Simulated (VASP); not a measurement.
# K3AlO2 (R-3m) in VASP: notebook, part 2 of 2

VASP 6.6.1. Earlier steps stand in the parts before.

### Step 4. Single point, PBE

This run uses another cell than the first one, of 29.72 Å³/atom, 1.293 times its volume.

INCAR

```
SYSTEM = K3AlO2
PREC = Accurate ; ENCUT = 520
EDIFF = 1E-6 ; ISMEAR = 0
SIGMA = 0.1 ; LREAL = .FALSE.
LASPH = .TRUE. ; NELM = 80
ALGO = Normal ; ISIF = 2
LWAVE = .FALSE. ; LCHARG = .FALSE.
GGA = PE ; NBANDS = 30
```

KPOINTS

```
Automatic mesh
0
G
  6 6 6
  0 0 0
```

POSCAR

```
K3AlO2
1.0
    4.1751520573      2.4105251642      2.9534903925
   -4.1751520573      2.4105251642      2.9534903925
    0.0000000000     -4.8210503284      2.9534903925
K Al O
3 1 2
Direct
    0.0000000000      0.0000000000      0.5000000000
    0.5000000000      0.0000000000      0.0000000000
    0.0000000000      0.5000000000      0.0000000000
    0.5000000000      0.5000000000      0.5000000000
    0.3068753793      0.3068753793      0.3068753793
    0.6931246207      0.6931246207      0.6931246207
```

Potentials or basis: VASP PAW PBE potentials, release 64 (K_sv, Al, O).

Run with:

```console
$ cat potpaw_PBE.64/K_sv/POTCAR potpaw_PBE.64/Al/POTCAR potpaw_PBE.64/O/POTCAR > POTCAR
$ mpirun -np 1 vasp_std > vasp.out
```

OUTCAR:

```text
SYSTEM = K3AlO2
   PREC = Accurate
   ENCUT = 520
   EDIFF = 1E-6
   ISMEAR = 0
   LREAL = .FALSE.
   LASPH = .TRUE.
   NELM = 80
   ISIF = 2
   GGA = PE

 ion  position               nearest neighbor table
   1  0.000  0.000  0.500-   5 2.71   6 2.71
   2  0.500  0.000  0.000-   5 2.71   6 2.71
   3  0.000  0.500  0.000-   5 2.71   6 2.71
   4  0.500  0.500  0.500-   5 1.71   6 1.71
   5  0.307  0.307  0.307-   4 1.71   3 2.71   2 2.71   1 2.71
   6  0.693  0.693  0.693-   4 1.71   3 2.71   2 2.71   1 2.71

  LATTYP: Found a trigonal (rhomboedric) cell.
 ALAT       =     5.6538156821
 COS(alpha) =    -0.0906648008

  Lattice vectors:

 A1 = (   4.1751520573,   2.4105251642,   2.9534903925)
 A2 = (  -4.1751520573,   2.4105251642,   2.9534903925)
 A3 = (   0.0000000000,  -4.8210503284,   2.9534903925)

Analysis of symmetry for initial positions (statically):
=====================================================================
 Subroutine PRICEL returns:
 Original cell was already a primitive cell.

 Routine SETGRP: Setting up the symmetry group for a
 trigonal (rhombohedral) supercell.

 Subroutine GETGRP returns: Found 12 space group operations
 (whereof 12 operations were pure point group operations)
 out of a pool of 12 trial point group operations.

The static configuration has the point symmetry D_3d.

Analysis of symmetry for dynamics (positions and initial velocities):
=====================================================================
 Subroutine PRICEL returns:
 Original cell was already a primitive cell.

 Routine SETGRP: Setting up the symmetry group for a
 trigonal (rhombohedral) supercell.

 Subroutine GETGRP returns: Found 12 space group operations
[... 123 lines left out ...]
   NUPDOWN=      -1.0000    fix difference up-down
   EMIN   =  10.00;   EMAX   =-10.00  energy-range for DOS
   EFERMI =   0.00;   METHOD = LEGACY
   ISMEAR =     0;   SIGMA  =   0.10  broadening in eV -4-tet -1-fermi 0-gaus
   EFERMI_NEDOS =   21; number of points for ismear=-14 and -15
   IALGO  =     38    algorithm
   IMIX   =      4    mixing-type and parameters
     AMIX     =   0.40;   BMIX     =  1.00
     AMIX_MAG =   1.60;   BMIX_MAG =  1.00
  volume/ion in A,a.u.               =      29.72       200.59
  Fermi-wavevector in a.u.,A,eV,Ry     =   1.010961  1.910439 13.905723  1.022042
  Thomas-Fermi vector in A             =   2.143982
   LORBIT       =      0    0 simple, 1 ext, 2 COOP (PROOUT), +10 PAW based schemes
   GGA     = PE    functional components
   LHFCALC =     F    Hartree Fock is set to
   AEXX    =    0.0000 exact exchange contribution
   IVDW    =     0    specifies the selected vdW correction
   LEPSILON=     F    determine dielectric tensor
   LRPA    =     F    only Hartree local field effects (RPA)
 non-spin polarized calculation
 Gauss-broadening in eV      SIGMA  =   0.10
  energy-cutoff  :      520.00
  volume of cell :      178.35
 maximum number of plane-waves:      4853
   NGX = 21   NGY = 21   NGZ = 21

 number of electron      41.9999994 magnetization

 Free energy of the ion-electron system (eV)
  ---------------------------------------------------
  ext. energy  EPLUGINS =         0.00000000
  ---------------------------------------------------
  free energy    TOTEN  =       -23.69848967 eV

  energy without entropy =      -23.68909072  energy(sigma->0) =      -23.69379019

 E-fermi :   1.6104     XC(G=0):  -7.2663

 val. band max:        1.5986222211   @ k =  -0.3333   0.5000   0.3333
 cond. band min:       1.6536712664   @ k =  -0.1667   0.5000   0.1667
 fundamental gap:      0.0550490453
 Fermi energy:         1.6104324401

 k-point     1 :       0.0000    0.0000    0.0000
  band No.  band energies     occupation
      1     -30.1159      2.00000
      2     -30.0747      2.00000
      3     -30.0747      2.00000
      4     -16.6335      2.00000
      5     -16.5499      2.00000
      6     -13.8902      2.00000
[... 781 lines left out ...]
     29       5.8665      0.00000
     30       6.1776      0.00000

 [... further k-points ...]
[... 5 lines left out ...]
  --------------------------------------------------------------------------------------
  -------------------------------------------------------------------------------------
  Total        0.0502696      0.0502696      0.2129336      0.0000000      0.0000000      0.0000000
  in kB        0.4515908      0.4515908      1.9128634      0.0000000      0.0000000      0.0000000
  external PRESSURE =       0.9386816 kB  Pullay stress =       0.0000000 kB

 VOLUME and BASIS-vectors are now :
 -----------------------------------------------------------------------------
  energy-cutoff  :      520.00
  volume of cell :      178.35
      direct lattice vectors                 reciprocal lattice vectors
     4.175152057  2.410525164  2.953490393     0.119756117  0.069141227  0.112860815
    -4.175152057  2.410525164  2.953490393    -0.119756117  0.069141227  0.112860815
     0.000000000 -4.821050328  2.953490393     0.000000000 -0.138282453  0.112860815

 POSITION                                       TOTAL-FORCE (eV/Angst)
 -----------------------------------------------------------------------------------
      0.00000     -2.41053      1.47675        -0.000000      0.000000      0.000000
      2.08758      1.20526      1.47675         0.000000      0.000000      0.000000
     -2.08758      1.20526      1.47675         0.000000     -0.000000     -0.000000
      0.00000      0.00000      4.43024        -0.000000      0.000000      0.000000
      0.00000      0.00000      2.71906         0.000000     -0.000000     -0.045952
      0.00000      0.00000      6.14141         0.000000      0.000000      0.045952
 -----------------------------------------------------------------------------------
    total drift:                               -0.000000      0.000000     -0.000000

  FREE ENERGIE OF THE ION-ELECTRON SYSTEM (eV)
  ---------------------------------------------------
  free  energy   TOTEN  =       -23.6984896698 eV

  energy  without entropy=      -23.6890907153  energy(sigma->0) =      -23.69379019
```

OSZICAR:

```text
N       E                     dE             d eps       ncg     rms          rms(c)
DAV:   1     0.314168938215E+03    0.31417E+03   -0.19300E+04  1920   0.122E+03
DAV:   2    -0.211049456064E+01   -0.31628E+03   -0.30842E+03  2368   0.341E+02
DAV:   3    -0.305896838704E+02   -0.28479E+02   -0.28341E+02  2744   0.879E+01
DAV:   4    -0.318918861950E+02   -0.13022E+01   -0.13000E+01  2858   0.158E+01
DAV:   5    -0.319361533602E+02   -0.44267E-01   -0.44265E-01  2778   0.255E+00    0.146E+01
DAV:   6    -0.243566333881E+02    0.75795E+01   -0.51179E+01  2178   0.234E+01    0.862E+00
DAV:   7    -0.239145462631E+02    0.44209E+00   -0.32338E+00  2232   0.736E+00    0.450E+00
DAV:   8    -0.236978238226E+02    0.21672E+00   -0.55091E-01  2582   0.326E+00    0.143E+00
DAV:   9    -0.236972461578E+02    0.57766E-03   -0.81466E-02  2704   0.115E+00    0.404E-01
DAV:  10    -0.236980960667E+02   -0.84991E-03   -0.81990E-03  2442   0.357E-01    0.147E-01
DAV:  11    -0.236984709415E+02   -0.37487E-03   -0.16226E-03  2484   0.149E-01    0.531E-02
DAV:  12    -0.236984756174E+02   -0.46759E-05   -0.41706E-04  2408   0.795E-02    0.126E-02
DAV:  13    -0.236984889166E+02   -0.13299E-04   -0.42914E-05  2822   0.285E-02    0.726E-03
DAV:  14    -0.236984896698E+02   -0.75326E-06   -0.83097E-06  2304   0.143E-02
   1 F= -.23698490E+02 E0= -.23693790E+02  d E =-.939895E-02
```

Run time: 2.8 min. Hardware: 1 thread of Intel Xeon Platinum 8375C at 2.90GHz (Ice Lake), shared host; peak memory 0.33 GiB.

Results:

| Property | Result |
| --- | --- |
| Free energy | -23.6985 eV |
| Pressure | 0.1 GPa |
| Largest force | 0.046 eV/Å |
| Band gap on the k mesh | zero (band 21 reaches 1.76 eV, above the bottom of band 22 at 1.47 eV) |

Forces on the atoms (eV/Å):
```
K    0.000  0.000  0.000
K    0.000  0.000  0.000
K    0.000  0.000  0.000
Al   0.000  0.000  0.000
O    0.000  0.000 -0.046
O    0.000  0.000  0.046
```

### Step 5. Overview

```tsv
task	cell	k mesh	cutoff (eV)	smearing	gap on the mesh (eV)	pressure (GPa)	largest force (eV/Å)
relaxation of cell and atoms	relaxed from a = 5.284 Å, angles 77.2°, 6 atoms	3 × 3 × 3	600	gaussian 0.1 eV	0.57	0.0	0.04
single point	a = 5.654 Å, angles 95.2°, 6 atoms	6 × 6 × 6	520	gaussian 0.02 eV	none	0.1	0.06
single point	a = 5.654 Å, angles 95.2°, 6 atoms	6 × 6 × 6	520	gaussian 0.1 eV	none	0.1	0.05
```

Alike in all rows: level PBE; potentials or basis VASP PAW PBE potentials, release 64 (K_sv, Al, O); no spin polarisation.

Caveats: the volume moved by over 15 % at a fixed basis, so the end points are rough (some runs).

Absolute energies hang on the potentials; compare differences alone.
